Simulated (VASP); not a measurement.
# As in VASP: single point with PBE+D3(BJ)

Aim: the single point of As with PBE+D3(BJ).

Program: VASP 6.6.1. These are calculated values, not measurements. Logs are shortened: lines on timing, memory, paths and dates and some standing lists are left out, and cuts for length are marked.

## (1) The cell of the first run

The cell holds a sheet with vacuum, 2 atoms: a = 3.571 Å, b = 3.571 Å, c = 26.600 Å, α = 90.00°, β = 90.00°, γ = 120.00°.

## (2) Single point, PBE+D3(BJ)

File INCAR:

```
PREC     = Accurate       # precision mode
ENCUT    = 400            # plane-wave cutoff, eV
EDIFF    = 1E-6           # SCF threshold, eV
ISMEAR   = 0              # smearing method
SIGMA    = 0.03           # smearing width, eV
LREAL    = False          # projectors in reciprocal space
LASPH    = True           # aspherical terms in the spheres
NELM     = 120            # most SCF steps
ALGO     = Normal         # electronic algorithm
ISIF     = 2              # what is computed and relaxed
LWAVE    = False          # write WAVECAR
LCHARG   = False          # write CHGCAR
LDIPOL   = True         
IDIPOL   = 3            
DIPOL    = 0.5 0.5 0.289
GGA      = PE             # functional
IVDW     = 12             # dispersion correction
NBANDS   = 22             # bands
GGA_COMPAT= False        
NELMDL   = -8
```

File KPOINTS:

```
Automatic mesh
0
Gamma
  12 12 1
```

File POSCAR:

```
As
1.0
    3.5708954739      0.0000000000      0.0000000000
   -1.7854477369      3.0924861946      0.0000000000
    0.0000000000      0.0000000000     26.6000000028
As
2
Direct
    0.3333333333      0.6666666667      0.2631908320
    0.6666666667      0.3333333333      0.3157565363
```

Potentials or basis: VASP PAW PBE potentials, release 64 (As_d).

On the command line:

```
$ cat potpaw_PBE.64/As_d/POTCAR > POTCAR
$ mpirun -np 1 vasp_std > vasp.out
```

OUTCAR:

```text
PREC = Accurate
   ENCUT = 400
   EDIFF = 1E-6
   ISMEAR = 0
   LREAL = False
   LASPH = True
   NELM = 120
   ISIF = 2
   GGA = PE
   IVDW = 12
   NELMDL = -8
 IVDW          = 12

 ion  position               nearest neighbor table
   1  0.333  0.667  0.263-   2 2.49   2 2.49   2 2.49
   2  0.667  0.333  0.316-   1 2.49   1 2.49   1 2.49

  LATTYP: Found a hexagonal cell.
 ALAT       =     3.5708954739
 C/A-ratio  =     7.4491119097

  Lattice vectors:

 A1 = (   3.5708954739,   0.0000000000,   0.0000000000)
 A2 = (  -1.7854477369,   3.0924861946,   0.0000000000)
 A3 = (   0.0000000000,   0.0000000000,  26.6000000028)

Analysis of symmetry for initial positions (statically):
=====================================================================
 Subroutine PRICEL returns:
 Original cell was already a primitive cell.

 Routine SETGRP: Setting up the symmetry group for a
 hexagonal supercell.

 Subroutine GETGRP returns: Found 12 space group operations
 (whereof  6 operations were pure point group operations)
 out of a pool of 24 trial point group operations.

The static configuration has the point symmetry C_3v.
 The point group associated with its full space group is D_3d.

Analysis of symmetry for dynamics (positions and initial velocities):
=====================================================================
 Subroutine PRICEL returns:
 Original cell was already a primitive cell.

 Routine SETGRP: Setting up the symmetry group for a
 hexagonal supercell.

 Subroutine GETGRP returns: Found 12 space group operations
 (whereof  6 operations were pure point group operations)
 out of a pool of 24 trial point group operations.

The dynamic configuration has the point symmetry C_3v.
 The point group associated with its full space group is D_3d.

 Subroutine INISYM returns: Found 12 space group operations
 (whereof  6 operations are pure point group operations),
 and found     1 'primitive' translations

----------------------------------------------------------------------------------------

                                     Primitive cell

  volume of cell :     293.7423

  direct lattice vectors                    reciprocal lattice vectors
     3.570895474  0.000000000  0.000000000     0.280041801  0.161682209  0.000000000
    -1.785447737  3.092486195  0.000000000     0.000000000  0.323364418  0.000000000
     0.000000000  0.000000000 26.600000003     0.000000000  0.000000000  0.037593985

  length of vectors
     3.570895474  3.570895474 26.600000003     0.323364418  0.323364418  0.037593985

  position of ions in fractional coordinates (direct lattice)
     0.333333333  0.666666667  0.263190832
     0.666666667  0.333333333  0.315756536

  ion indices of the primitive-cell ions
   primitive index   ion index
                 1           1
                 2           2

----------------------------------------------------------------------------------------

 KPOINTS: Automatic mesh

Automatic generation of k-mesh.
 Grid dimensions read from file:
 generate k-points for:   12   12    1

 Generating k-lattice:

  Cartesian coordinates                     Fractional coordinates (reciprocal lattice)
     0.023336817  0.013473517  0.000000000     0.083333333  0.000000000  0.000000000
     0.000000000  0.026947035  0.000000000     0.000000000  0.083333333  0.000000000
     0.000000000  0.000000000  0.037593985     0.000000000  0.000000000  1.000000000

  Length of vectors
     0.026947035  0.026947035  0.037593985

  Shift w.r.t. Gamma in fractional coordinates (k-lattice)
     0.000000000  0.000000000  0.000000000

 Subroutine IBZKPT returns following result:
 ===========================================

 Found     19 irreducible k-points:

 Following reciprocal coordinates:
            Coordinates               Weight
  0.000000  0.000000  0.000000      1.000000
  0.083333 -0.000000  0.000000      6.000000
  0.166667 -0.000000  0.000000      6.000000
  0.250000  0.000000  0.000000      6.000000
  0.333333  0.000000  0.000000      6.000000
  0.416667  0.000000  0.000000      6.000000
[... 11 lines left out ...]
  0.333333  0.250000  0.000000     12.000000
  0.333333  0.333333  0.000000      2.000000
   k-points           NKPTS =     19   k-points in BZ     NKDIM =     19   number of bands    NBANDS=     22
   number of dos      NEDOS =    301   number of ions     NIONS =      2
   total plane-waves  NPLWV = 103680
   dimension x,y,z NGX =    24 NGY =   24 NGZ =  180
   dimension x,y,z NGXF=    48 NGYF=   48 NGZF=  360
   ions per type =               2
   NGX,Y,Z   is equivalent  to a cutoff of  11.17, 11.17, 11.25 a.u.
   NGXF,Y,Z  is equivalent  to a cutoff of  22.35, 22.35, 22.50 a.u.
 SYSTEM =  unknown system
   PREC   = accura    normal or accurate (medium, high low for compatibility)
   ISTART =      0    job   : 0-new  1-cont  2-samecut
   ICHARG =      2    charge: 1-file 2-atom 10-const
   ISPIN  =      1    spin polarized calculation?
   LNONCOLLINEAR =      F non collinear calculations
   LSORBIT =      F    spin-orbit coupling
   LASPH  =      T    aspherical Exc in radial PAW
   ENCUT  =  400.0 eV  29.40 Ry    5.42 a.u.   5.82  5.82 43.38*2*pi/ulx,y,z
   NELM   =    120;   NELMIN=  2; NELMDL= -8     # of ELM steps
   EDIFF  = 0.1E-05   stopping-criterion for ELM
   LREAL  =      F    real-space projection
   EDIFFG = 0.1E-04   stopping-criterion for IOM
   NSW    =      0    number of steps for IOM
   IBRION =     -1    ionic relax: 0-MD 1-quasi-New 2-CG
   NFREE  =      0    steps in history (QN), initial steepest desc. (CG)
   ISIF   =      2    stress and relaxation
   ISYM   =      2    0-nonsym 1-usesym 2-fastsym
   POTIM  = 0.5000    time-step for ionic-motion
   TEBEG  =    0.0;   TEEND  =   0.0 temperature during run
   PSTRESS=    0.0 pullay stress
   NELECT =      30.0000    total number of electrons
   NUPDOWN=      -1.0000    fix difference up-down
   EMIN   =  10.00;   EMAX   =-10.00  energy-range for DOS
   EFERMI =   0.00;   METHOD = LEGACY
   ISMEAR =     0;   SIGMA  =   0.03  broadening in eV -4-tet -1-fermi 0-gaus
   EFERMI_NEDOS =   21; number of points for ismear=-14 and -15
   IALGO  =     38    algorithm
   IMIX   =      4    mixing-type and parameters
     AMIX     =   0.40;   BMIX     =  1.00
     AMIX_MAG =   1.60;   BMIX_MAG =  1.00
  volume/ion in A,a.u.               =     146.87       991.14
  Fermi-wavevector in a.u.,A,eV,Ry     =   0.765232  1.446079  7.967298  0.585580
  Thomas-Fermi vector in A             =   1.865307
   LORBIT       =      0    0 simple, 1 ext, 2 COOP (PROOUT), +10 PAW based schemes
   GGA     = PE    functional components
   LHFCALC =     F    Hartree Fock is set to
   AEXX    =    0.0000 exact exchange contribution
   IVDW    =    12    specifies the selected vdW correction
   LEPSILON=     F    determine dielectric tensor
   LRPA    =     F    only Hartree local field effects (RPA)
 non-spin polarized calculation
 Gauss-broadening in eV      SIGMA  =   0.03
  energy-cutoff  :      400.00
  volume of cell :      293.74
 maximum number of plane-waves:      5380
 NGX is ok and might be reduce to    24
   NGX = 11   NGY = 11   NGZ = 87

 dipolmoment           0.000000      0.000000     -0.000003 electrons x Angstroem

 number of electron      30.0000007 magnetization

 dipolmoment           0.000000      0.000000      0.000006 electrons x Angstroem

 Free energy of the ion-electron system (eV)
  ---------------------------------------------------
  ext. energy  EPLUGINS =         0.00000000
  ---------------------------------------------------
  free energy    TOTEN  =        -9.35507075 eV

  energy without entropy =       -9.35507075  energy(sigma->0) =       -9.35507075

 E-fermi :  -3.8844     XC(G=0):  -2.0986

 val. band max:       -4.0803287524   @ k =   0.0000   0.0000   0.0000
 cond. band min:      -2.5304926773   @ k =   0.3333   0.0000   0.0000
 fundamental gap:      1.5498360751
 Fermi energy:        -3.8844467201

 k-point     1 :       0.0000    0.0000    0.0000
  band No.  band energies     occupation
      1     -39.2865      2.00000
      2     -39.2865      2.00000
      3     -39.2463      2.00000
      4     -39.2463      2.00000
      5     -39.1956      2.00000
      6     -39.1708      2.00000
[... 14 lines left out ...]
     21       1.3366      0.00000
     22       1.6218      0.00000

 k-point     2 :       0.0833   -0.0000    0.0000
  band No.  band energies     occupation
      1     -39.2863      2.00000
      2     -39.2844      2.00000
      3     -39.2458      2.00000
      4     -39.2446      2.00000
      5     -39.1954      2.00000
      6     -39.1719      2.00000
[... 14 lines left out ...]
     21       1.4461      0.00000
     22       1.7346      0.00000

 k-point     3 :       0.1667   -0.0000    0.0000
  band No.  band energies     occupation
      1     -39.2857      2.00000
      2     -39.2786      2.00000
      3     -39.2442      2.00000
      4     -39.2400      2.00000
      5     -39.1948      2.00000
      6     -39.1750      2.00000
[... 14 lines left out ...]
     21       1.7707      0.00000
     22       2.0620      0.00000
[... 351 lines left out ...]
 k-point    18 :       0.3333    0.2500    0.0000
  band No.  band energies     occupation
      1     -39.2842      2.00000
      2     -39.2389      2.00000
      3     -39.2259      2.00000
      4     -39.2120      2.00000
      5     -39.2016      2.00000
      6     -39.1935      2.00000
[... 14 lines left out ...]
     21       4.4566      0.00000
     22       5.0026      0.00000

 k-point    19 :       0.3333    0.3333    0.0000
  band No.  band energies     occupation
      1     -39.2843      2.00000
      2     -39.2294      2.00000
      3     -39.2294      2.00000
      4     -39.2175      2.00000
      5     -39.1945      2.00000
      6     -39.1909      2.00000
[... 14 lines left out ...]
     21       4.9102      0.00000
     22       5.7280      0.00000

------------------------ aborting loop because EDIFF is reached ----------------------------------------

 vacuum level on the upper side and lower side of the slab       (xc-potential included)        -0.007        -0.007

 Edisp (eV)   -0.42372

 E8    (eV) :    -0.1923

  FORCE on cell =-STRESS in cart. coord.  units (eV):
  Direction    XX          YY          ZZ          XY          YZ          ZX
  --------------------------------------------------------------------------------------
  -------------------------------------------------------------------------------------
  Total      -0.05383    -0.05383    -0.04034    -0.00000     0.00000     0.00000
  in kB      -0.29363    -0.29363    -0.22002    -0.00000     0.00000     0.00000
  external pressure =       -0.27 kB  Pullay stress =        0.00 kB

 VOLUME and BASIS-vectors are now :
 -----------------------------------------------------------------------------
  energy-cutoff  :      400.00
  volume of cell :      293.74
      direct lattice vectors                 reciprocal lattice vectors
     3.570895474  0.000000000  0.000000000     0.280041801  0.161682209  0.000000000
    -1.785447737  3.092486195  0.000000000     0.000000000  0.323364418  0.000000000
     0.000000000  0.000000000 26.600000003     0.000000000  0.000000000  0.037593985

 POSITION                                       TOTAL-FORCE (eV/Angst)
 -----------------------------------------------------------------------------------
     -0.00000      2.06166      7.00088         0.000000     -0.000000     -0.023286
      1.78545      1.03083      8.39912        -0.000000      0.000000      0.023286
 -----------------------------------------------------------------------------------
    total drift:                               -0.000000      0.000001      0.001642

  FREE ENERGIE OF THE ION-ELECTRON SYSTEM (eV)
  ---------------------------------------------------
  free  energy   TOTEN  =        -9.7787956409 eV

  energy  without entropy=       -9.7787956409  energy(sigma->0) =       -9.77879564

 vacuum level on the upper side and lower side of the slab         1.186         1.186
```

Wall time 88 s (1 thread of Intel Xeon Platinum 8259CL at 2.50GHz (Skylake/Cascade Lake), shared host); peak memory 0.32 GiB.

Results:

```
Free energy                : -9.7788 eV
Largest force              : 0.023 eV/Å
Band gap on the k mesh     : 1.55 eV (least direct gap 2.04 eV)
Dispersion energy per atom : -0.212 eV
```

Forces on the atoms (eV/Å):
```
As   0.000  0.000 -0.023
As   0.000  0.000  0.023
```
